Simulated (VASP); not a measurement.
# Au in VASP: single point with r2SCAN

Aim: the single point of Au with r2SCAN.

Everything below comes from runs of VASP 6.6.1. Logs are shortened: lines on timing, memory, paths and dates and some standing lists are left out, and cuts for length are marked.

## 1. The cell of the first run

The cell holds a slab with vacuum, 5 atoms: a = 2.840 Å, b = 2.919 Å, c = 26.714 Å, α = 90.00°, β = 90.00°, γ = 119.10°.

## 2. Single point, r2SCAN

Input file POSCAR:

```
Au
1.0
    2.8398620076      0.0000000000      0.0000000000
   -1.4199310038      2.5507036500      0.0000000000
    0.0000000000      0.0000000000     26.7136780686
Au
5
Direct
    0.3358534942      0.6717069885      0.3181890557
    0.6641465058      0.3282930115      0.4090945279
    0.3545918049      0.6808559093      0.4998937002
    0.6662248344      0.3296260486      0.5907505838
    0.3338831281      0.6714458858      0.6831076354
```

Input file INCAR.step1:

```
SYSTEM = Au
  PREC = Accurate
  ENCUT = 440
  ISMEAR = 0
  SIGMA = 0.1
  LREAL = .FALSE.
  LASPH = .TRUE.
  NELM = 120
  LDIPOL = .TRUE.
  IDIPOL = 3
  DIPOL = 0.5 0.5 0.500
  NBANDS = 36
  ISYM = 0
  GGA = PE
  ALGO = Normal
  EDIFF = 1E-5
  LWAVE = .TRUE.
  LCHARG = .FALSE.
  GGA_COMPAT = .FALSE.
  NELMDL = -8
```

Input file INCAR.step2:

```
SYSTEM = Au
  PREC = Accurate
  ENCUT = 440
  EDIFF = 1E-6
  ISMEAR = 0
  SIGMA = 0.1
  LREAL = .FALSE.
  LASPH = .TRUE.
  NELM = 120
  ALGO = Normal
  ISIF = 2
  LWAVE = .FALSE.
  LCHARG = .FALSE.
  LDIPOL = .TRUE.
  IDIPOL = 3
  DIPOL = 0.5 0.5 0.500
  METAGGA = R2SCAN
  LMIXTAU = .TRUE.
  NBANDS = 36
  ISYM = 0
  ISTART = 1
  GGA_COMPAT = .FALSE.
```

Input file KPOINTS:

```
Automatic mesh
0
G
  12 11 1
  0 0 0
```

Potentials or basis: VASP PAW PBE potentials, release 64 (Au).

Started as:

```console
> cat potpaw_PBE.64/Au/POTCAR > POTCAR
> cp INCAR.step1 INCAR
> mpirun -np 1 vasp_std > vasp.out
> cp INCAR.step2 INCAR
> mpirun -np 1 vasp_std > vasp.out
```

OUTCAR:

```text
SYSTEM = Au
   PREC = Accurate
   ENCUT = 440
   EDIFF = 1E-6
   ISMEAR = 0
   LREAL = .FALSE.
   LASPH = .TRUE.
   NELM = 120
   ISIF = 2
   METAGGA = R2SCAN
   ISYM = 0
   ISTART = 1

 ion  position               nearest neighbor table
   1  0.336  0.672  0.318-   2 2.95   2 2.95   2 2.95
   2  0.664  0.328  0.409-   3 2.93   3 2.93   1 2.95   1 2.95   1 2.95   3 2.97
   3  0.355  0.681  0.500-   2 2.93   4 2.93   2 2.93   4 2.94   4 2.97   2 2.97
   4  0.666  0.330  0.591-   3 2.93   3 2.94   3 2.97   5 2.97   5 2.98   5 2.98
   5  0.334  0.671  0.683-   4 2.97   4 2.98   4 2.98

IMPORTANT INFORMATION: All symmetrisations will be switched off!
NOSYMM: (Re-)initialisation of all symmetry stuff for point group C_1.

----------------------------------------------------------------------------------------

                                     Primitive cell

  volume of cell :     193.5044

  direct lattice vectors                    reciprocal lattice vectors
     2.839862008  0.000000000  0.000000000     0.352129786  0.196024340  0.000000000
    -1.419931004  2.550703650  0.000000000     0.000000000  0.392048680  0.000000000
     0.000000000  0.000000000 26.713678069     0.000000000  0.000000000  0.037434007

  length of vectors
     2.839862008  2.919296690 26.713678069     0.403014799  0.392048680  0.037434007

  position of ions in fractional coordinates (direct lattice)
     0.335853494  0.671706988  0.318189056
     0.664146506  0.328293012  0.409094528
     0.354591805  0.680855909  0.499893700
     0.666224834  0.329626049  0.590750584
     0.333883128  0.671445886  0.683107635

  ion indices of the primitive-cell ions
   primitive index   ion index
                 1           1
                 2           2
                 3           3
                 4           4
                 5           5

----------------------------------------------------------------------------------------

 KPOINTS: Automatic mesh

Automatic generation of k-mesh.
 Grid dimensions read from file:
 generate k-points for:   12   11    1

 Generating k-lattice:

  Cartesian coordinates                     Fractional coordinates (reciprocal lattice)
     0.029344149  0.016335362  0.000000000     0.083333333  0.000000000  0.000000000
     0.000000000  0.035640789  0.000000000     0.000000000  0.090909091  0.000000000
     0.000000000  0.000000000  0.037434007     0.000000000  0.000000000  1.000000000

  Length of vectors
     0.033584567  0.035640789  0.037434007

  Shift w.r.t. Gamma in fractional coordinates (k-lattice)
     0.000000000  0.000000000  0.000000000

[... 83 lines left out ...]
   NELECT =      55.0000    total number of electrons
   NUPDOWN=      -1.0000    fix difference up-down
   EMIN   =  10.00;   EMAX   =-10.00  energy-range for DOS
   EFERMI =   0.00;   METHOD = LEGACY
   ISMEAR =     0;   SIGMA  =   0.10  broadening in eV -4-tet -1-fermi 0-gaus
   EFERMI_NEDOS =   21; number of points for ismear=-14 and -15
   IALGO  =     38    algorithm
   IMIX   =      4    mixing-type and parameters
     AMIX     =   0.40;   BMIX     =  1.00
     AMIX_MAG =   1.60;   BMIX_MAG =  1.00
  volume/ion in A,a.u.               =      38.70       261.17
  Fermi-wavevector in a.u.,A,eV,Ry     =   1.076379  2.034062 15.763612  1.158593
  Thomas-Fermi vector in A             =   2.212262
   LORBIT       =      0    0 simple, 1 ext, 2 COOP (PROOUT), +10 PAW based schemes
   METAGGA = R2SCAN    functional components
   LHFCALC =     F    Hartree Fock is set to
   AEXX    =    0.0000 exact exchange contribution
   IVDW    =     0    specifies the selected vdW correction
   LEPSILON=     F    determine dielectric tensor
   LRPA    =     F    only Hartree local field effects (RPA)
 non-spin polarized calculation
 Gauss-broadening in eV      SIGMA  =   0.10
  energy-cutoff  :      440.00
  volume of cell :      193.50
 maximum number of plane-waves:      4113
   NGX =  9   NGY =  9   NGZ = 91

 dipolmoment           0.000000      0.000000     -0.000407 electrons x Angstroem

 number of electron      55.0000003 magnetization

 dipolmoment           0.000000      0.000000      0.001133 electrons x Angstroem

 Free energy of the ion-electron system (eV)
  ---------------------------------------------------
  ext. energy  EPLUGINS =         0.00000000
  ---------------------------------------------------
  free energy    TOTEN  =      -252.20782980 eV

  energy without entropy =     -252.19995565  energy(sigma->0) =     -252.20389273

 E-fermi :   1.1152     XC(G=0):  -6.6240

 val. band max:        1.1120018611   @ k =  -0.0833   0.4545   0.0000
 cond. band min:       1.1223426960   @ k =   0.3333   0.1818   0.0000
 fundamental gap:      0.0103408349
 Fermi energy:         1.1151705900

 k-point     1 :       0.0000    0.0000    0.0000
  band No.  band energies     occupation
      1      -8.3736      2.00000
      2      -7.5136      2.00000
      3      -6.6535      2.00000
      4      -6.1586      2.00000
      5      -6.0924      2.00000
      6      -3.9616      2.00000
[... 925 lines left out ...]
     35       8.3762      0.00000
     36       8.9708      0.00000

 [... further k-points ...]

------------------------ aborting loop because EDIFF is reached ----------------------------------------

 vacuum level on the upper side and lower side of the slab       (xc-potential included)         0.005        -0.038

  FORCE on cell =-STRESS in cart. coord.  units (eV):
  Direction    XX          YY          ZZ          XY          YZ          ZX
  --------------------------------------------------------------------------------------
  -------------------------------------------------------------------------------------
  Total       -2.4404914     -3.1420544      0.3845468      0.0352615     -0.0021146      0.0052383
  in kB      -20.2067715    -26.0155706      3.1839693      0.2919583     -0.0175085      0.0433717
  external PRESSURE =     -14.3461242 kB  Pullay stress =       0.0000000 kB

 VOLUME and BASIS-vectors are now :
 -----------------------------------------------------------------------------
  energy-cutoff  :      440.00
  volume of cell :      193.50
      direct lattice vectors                 reciprocal lattice vectors
     2.839862008  0.000000000  0.000000000     0.352129786  0.196024340  0.000000000
    -1.419931004  2.550703650  0.000000000     0.000000000  0.392048680  0.000000000
     0.000000000  0.000000000 26.713678069     0.000000000  0.000000000  0.037434007

 POSITION                                       TOTAL-FORCE (eV/Angst)
 -----------------------------------------------------------------------------------
     -0.00000      1.71333      8.50000        -0.001167      0.001117     -0.122797
      1.41993      0.83738     10.92842         0.001900     -0.000555      0.108543
      0.04022      1.73666     13.35400        -0.001544     -0.001170      0.004652
      1.42394      0.84078     15.78112        -0.000032      0.000285     -0.000662
     -0.00522      1.71266     18.24832         0.000842      0.000322      0.010263
 -----------------------------------------------------------------------------------
    total drift:                               -0.000033      0.000230      0.000013

  FREE ENERGIE OF THE ION-ELECTRON SYSTEM (eV)
  ---------------------------------------------------
  free  energy   TOTEN  =      -252.2078297966 eV

  energy  without entropy=     -252.1999556540  energy(sigma->0) =     -252.20389273

 vacuum level on the upper side and lower side of the slab         6.384         6.341
```

It took 57 min on 1 thread of Oxide Virtual Turin-like, shared host; peak memory 0.42 GiB.

Results:

| Quantity | Value |
| --- | --- |
| Free energy | -252.2078 eV |
| Largest force | 0.123 eV/Å |
| Band gap on the k mesh | zero (an odd number of electrons rules out a gap without spin polarisation) |

Forces in eV/Å, atoms in the order of the input:
```
Au  -0.001  0.001 -0.123
Au   0.002 -0.001  0.109
Au  -0.002 -0.001  0.005
Au   0.000  0.000 -0.001
Au   0.001  0.000  0.010
```

Levels at points of the mesh, in eV from the Fermi level:
```
           k point  band 26  band 27  band 28  band 29  band 30  band 31
(0.00, 0.00, 0.00)    -2.36    -2.31    -2.29    -2.27    -0.97     0.13
(0.50, 0.00, 0.00)     0.36     0.62     1.20     1.68     1.77     4.02
```

Caveat: the PAW data sets were made with another functional, which shifts forces and pressure a little; spin-orbit coupling is left out, which moves the levels of the heavy elements.
